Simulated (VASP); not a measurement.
# SmPb2 (P4/mmm) in VASP: relaxation of cell and atoms with PBE

Aim: the relaxation of cell and atoms of SmPb2 with PBE.

Program: VASP 6.6.1. These are calculated values, not measurements. Logs are shortened: lines on timing, memory, paths and dates and some standing lists are left out, and cuts for length are marked.

### 1 The cell of the first run

The structure is tetragonal, space group P4/mmm (No. 123). Conventional cell: a = 6.233 Å, b = 6.233 Å, c = 3.389 Å, α = 90.00°, β = 90.00°, γ = 90.00°. Sm (site symmetry 4/mmm) has 4 Pb at 3.12 Å and 2 Sm at 3.39 Å within 4.1 Å. Pb (site symmetry mmm) has 2 Sm at 3.12 Å and 2 Pb at 3.39 Å within 4.1 Å.

The cell was generated, and may not be a known phase.

### 2 Relaxation of cell and atoms, PBE

Input file INCAR:

```
PREC     = Accurate       # precision mode
ENCUT    = 500            # plane-wave cutoff, eV
EDIFF    = 1E-7           # SCF threshold, eV
ISMEAR   = 0              # smearing method
SIGMA    = 0.1            # smearing width, eV
LREAL    = False          # projectors in reciprocal space
LASPH    = True           # aspherical terms in the spheres
NELM     = 200            # most SCF steps
ALGO     = Normal         # electronic algorithm
ISIF     = 3              # what is computed and relaxed
LWAVE    = False          # write WAVECAR
LCHARG   = False          # write CHGCAR
GGA      = PE             # functional
IBRION   = 2              # ionic algorithm
NSW      = 100            # ionic steps
EDIFFG   = -0.01          # ionic threshold
GGA_COMPAT= False        
NELMIN   = 4            
LMAXMIX  = 6              # l up to which the mixer works
```

Input file KPOINTS:

```
regular mesh
0
Gamma
  8 8 14
```

Input file POSCAR:

```
SmPb2
1.0
    6.2331795920      0.0000000000      0.0000000000
    0.0000000000      6.2331795920      0.0000000000
    0.0000000000      0.0000000000      3.3892602470
Sm Pb
1 2
Direct
    0.0000000000      0.0000000000      0.0000000000
    0.5000000000      0.0000000000      0.0000000000
    0.0000000000      0.5000000000      0.0000000000
```

Potentials or basis: VASP PAW PBE potentials, release 64 (Sm_3, Pb_d), 4f in core.

The run is started by

```console
$ cat potpaw_PBE.64/Sm_3/POTCAR potpaw_PBE.64/Pb_d/POTCAR > POTCAR
$ mpirun -np 1 vasp_std > vasp.out
```

OUTCAR:

```text
PREC = Accurate
   ENCUT = 500
   EDIFF = 1E-7
   ISMEAR = 0
   LREAL = False
   LASPH = True
   NELM = 200
   ISIF = 3
   GGA = PE
   IBRION = 2
   NSW = 100
   EDIFFG = -0.01
   NELMIN = 4

 ion  position               nearest neighbor table
   1  0.000  0.000  0.000-   2 3.12   3 3.12   3 3.12   2 3.12
   2  0.500  0.000  0.000-   1 3.12   1 3.12
   3  0.000  0.500  0.000-   1 3.12   1 3.12

  LATTYP: Found a simple tetragonal cell.
 ALAT       =     6.2331795920
 C/A-ratio  =     0.5437450016

  Lattice vectors:

 A1 = (   6.2331795920,   0.0000000000,   0.0000000000)
 A2 = (   0.0000000000,   6.2331795920,   0.0000000000)
 A3 = (   0.0000000000,   0.0000000000,   3.3892602470)

Analysis of symmetry for initial positions (statically):
=====================================================================
 Subroutine PRICEL returns:
 Original cell was already a primitive cell.

 Routine SETGRP: Setting up the symmetry group for a
 simple tetragonal supercell.

 Subroutine GETGRP returns: Found 16 space group operations
 (whereof 16 operations were pure point group operations)
 out of a pool of 16 trial point group operations.

The static configuration has the point symmetry D_4h.

Analysis of symmetry for dynamics (positions and initial velocities):
=====================================================================
 Subroutine PRICEL returns:
 Original cell was already a primitive cell.

 Routine SETGRP: Setting up the symmetry group for a
 simple tetragonal supercell.

 Subroutine GETGRP returns: Found 16 space group operations
 (whereof 16 operations were pure point group operations)
 out of a pool of 16 trial point group operations.

The dynamic configuration has the point symmetry D_4h.

 Subroutine INISYM returns: Found 16 space group operations
 (whereof 16 operations are pure point group operations),
 and found     1 'primitive' translations

----------------------------------------------------------------------------------------

                                     Primitive cell

[... 93 lines left out ...]
   LREAL  =      F    real-space projection
   EDIFFG = -.1E-01   stopping-criterion for IOM
   NSW    =    100    number of steps for IOM
   IBRION =      2    ionic relax: 0-MD 1-quasi-New 2-CG
   NFREE  =      1    steps in history (QN), initial steepest desc. (CG)
   ISIF   =      3    stress and relaxation
   ISYM   =      2    0-nonsym 1-usesym 2-fastsym
   POTIM  = 0.5000    time-step for ionic-motion
   TEBEG  =    0.0;   TEEND  =   0.0 temperature during run
   PSTRESS=    0.0 pullay stress
   NELECT =      39.0000    total number of electrons
   NUPDOWN=      -1.0000    fix difference up-down
   EMIN   =  10.00;   EMAX   =-10.00  energy-range for DOS
   EFERMI =   0.00;   METHOD = LEGACY
   ISMEAR =     0;   SIGMA  =   0.10  broadening in eV -4-tet -1-fermi 0-gaus
   EFERMI_NEDOS =   21; number of points for ismear=-14 and -15
   IALGO  =     38    algorithm
   IMIX   =      4    mixing-type and parameters
     AMIX     =   0.40;   BMIX     =  1.00
     AMIX_MAG =   1.60;   BMIX_MAG =  1.00
  volume/ion in A,a.u.               =      43.89       296.21
  Fermi-wavevector in a.u.,A,eV,Ry     =   1.091243  2.062151 16.201983  1.190812
  Thomas-Fermi vector in A             =   2.227485
   LORBIT       =      0    0 simple, 1 ext, 2 COOP (PROOUT), +10 PAW based schemes
   GGA     = PE    functional components
   LHFCALC =     F    Hartree Fock is set to
   AEXX    =    0.0000 exact exchange contribution
   IVDW    =     0    specifies the selected vdW correction
   LEPSILON=     F    determine dielectric tensor
   LRPA    =     F    only Hartree local field effects (RPA)
 conjugate gradient relaxation of ions
 non-spin polarized calculation
 Gauss-broadening in eV      SIGMA  =   0.10
  energy-cutoff  :      500.00
  volume of cell :      131.68
 maximum number of plane-waves:      3376
 NGX is ok and might be reduce to    48
   NGX = 23   NGY = 23   NGZ = 13

--------------------------------------- Ionic step        1  -------------------------------------------

 number of electron      38.9999995 magnetization

 Free energy of the ion-electron system (eV)
  ---------------------------------------------------
  ext. energy  EPLUGINS =         0.00000000
  ---------------------------------------------------
  free energy    TOTEN  =       -10.66977394 eV

  energy without entropy =      -10.65613649  energy(sigma->0) =      -10.66295521

------------------------ aborting loop because EDIFF is reached ----------------------------------------

  FORCE on cell =-STRESS in cart. coord.  units (eV):
  Direction    XX          YY          ZZ          XY          YZ          ZX
  --------------------------------------------------------------------------------------
  -------------------------------------------------------------------------------------
  Total        0.3741152      0.3741152     -0.6844701      0.0000000     -0.0000000     -0.0000000
  in kB        4.5518903      4.5518903     -8.3280033      0.0000000     -0.0000000     -0.0000000
  external PRESSURE =       0.2585924 kB  Pullay stress =       0.0000000 kB
[... 135 lines left out ...]
--------------------------------------- Ionic step        5  -------------------------------------------

 number of electron      38.9999997 magnetization

 Free energy of the ion-electron system (eV)
  ---------------------------------------------------
  ext. energy  EPLUGINS =         0.00000000
  ---------------------------------------------------
  free energy    TOTEN  =       -10.67771720 eV

  energy without entropy =      -10.65978348  energy(sigma->0) =      -10.66875034

 E-fermi :   2.8111     XC(G=0):  -8.2538

 val. band max:        2.8105814068   @ k =   0.3750   0.2500   0.4286
 cond. band min:       2.8212867341   @ k =   0.2500   0.0000   0.4286
 fundamental gap:      0.0107053273
 Fermi energy:         2.8111152940

 k-point     1 :       0.0000    0.0000    0.0000
  band No.  band energies     occupation
      1     -38.3711      2.00000
      2     -17.8261      2.00000
      3     -17.8261      2.00000
      4     -17.3748      2.00000
      5     -14.0950      2.00000
      6     -14.0853      2.00000
[... 613 lines left out ...]
     22       5.8946      0.00000
     23       6.0069      0.00000

 [... further k-points ...]

------------------------ aborting loop because EDIFF is reached ----------------------------------------

  FORCE on cell =-STRESS in cart. coord.  units (eV):
  Direction    XX          YY          ZZ          XY          YZ          ZX
  --------------------------------------------------------------------------------------
  -------------------------------------------------------------------------------------
  Total       -0.0018360     -0.0018360      0.0110846      0.0000000     -0.0000000      0.0000000
  in kB       -0.0224009     -0.0224009      0.1352403      0.0000000     -0.0000000      0.0000000
  external PRESSURE =       0.0301462 kB  Pullay stress =       0.0000000 kB
[... 18 lines left out ...]
  FREE ENERGIE OF THE ION-ELECTRON SYSTEM (eV)
  ---------------------------------------------------
  free  energy   TOTEN  =       -10.6777171985 eV

  energy  without entropy=      -10.6597834826  energy(sigma->0) =      -10.66875034

 reached required accuracy - stopping structural energy minimisation
```

OSZICAR:

```text
N       E                     dE             d eps       ncg     rms          rms(c)
DAV:   1     0.400522502239E+03    0.40052E+03   -0.17782E+04  5520   0.162E+03
DAV:   2     0.197777051882E+02   -0.38074E+03   -0.37750E+03  5604   0.447E+02
DAV:   3    -0.100736995764E+02   -0.29851E+02   -0.29546E+02  7076   0.153E+02
[... 48 lines left out ...]
DAV:   3    -0.106776956113E+02    0.92890E-03   -0.43662E-03  6934   0.854E-01    0.201E-02
DAV:   4    -0.106777016518E+02   -0.60405E-05   -0.11239E-04  7497   0.774E-02    0.121E-02
DAV:   5    -0.106777097309E+02   -0.80791E-05   -0.12171E-05  6659   0.253E-02    0.568E-03
DAV:   6    -0.106777162141E+02   -0.64832E-05   -0.44069E-06  7068   0.138E-02    0.211E-03
DAV:   7    -0.106777172190E+02   -0.10049E-05   -0.51664E-07  5842   0.625E-03    0.581E-04
DAV:   8    -0.106777171985E+02    0.20487E-07   -0.10160E-07  3831   0.425E-03
   5 F= -.10677717E+02 E0= -.10668750E+02  d E =-.151431E-03
```

It took 11 min on 1 thread of AMD EPYC 9R45 (Zen 5), shared host; peak memory 0.46 GiB.

What came out:

```yaml
Free_energy: -10.6777 eV
Relaxed_volume: 43.77 Å³/atom
Relaxed_cell: a = 6.277 Å, b = 6.277 Å, c = 3.333 Å, α = 90.00°, β = 90.00°, γ = 90.00°
Space_group_after_relaxing_to_0.1_Å: P4/mmm (No. 123)
Energy_gained_by_relaxing: 2.6 meV/atom
Ionic_steps: 5
Pressure_after_relaxing: 0.0 GPa
Band_gap_on_the_k_mesh: zero (an odd number of electrons rules out a gap without spin polarisation)
```

The path:
```tsv
step	energy change (eV)	largest force (eV/Å)	pressure (GPa)	volume (Å³)
1	0.0000	0.0000	0.03	131.68
2	-0.0073	0.0000	-0.07	131.80
3	-0.0078	0.0000	-0.09	131.84
4	-0.0078	0.0000	-0.09	131.84
5	-0.0079	0.0000	0.00	131.32
```

Final structure:
```cif
data_structure
_symmetry_space_group_name_H-M 'P 1'
_symmetry_Int_Tables_number 1
_cell_length_a 6.2768
_cell_length_b 6.2768
_cell_length_c 3.3331
_cell_angle_alpha 90.000
_cell_angle_beta 90.000
_cell_angle_gamma 90.000
_cell_volume 131.32
loop_
_atom_site_label
_atom_site_type_symbol
_atom_site_fract_x
_atom_site_fract_y
_atom_site_fract_z
_atom_site_occupancy
Sm1 Sm 0.00000 0.00000 0.00000 1
Pb1 Pb 0.50000 0.00000 0.00000 1
Pb2 Pb 0.00000 0.50000 0.00000 1
```

Caveat: spin-orbit coupling is left out, which moves the levels of the heavy elements; the 4f electrons are frozen in the core, so they carry no moment and show no levels. Spin polarisation is off, so any magnetic state and its effect on volume and gap are missing.
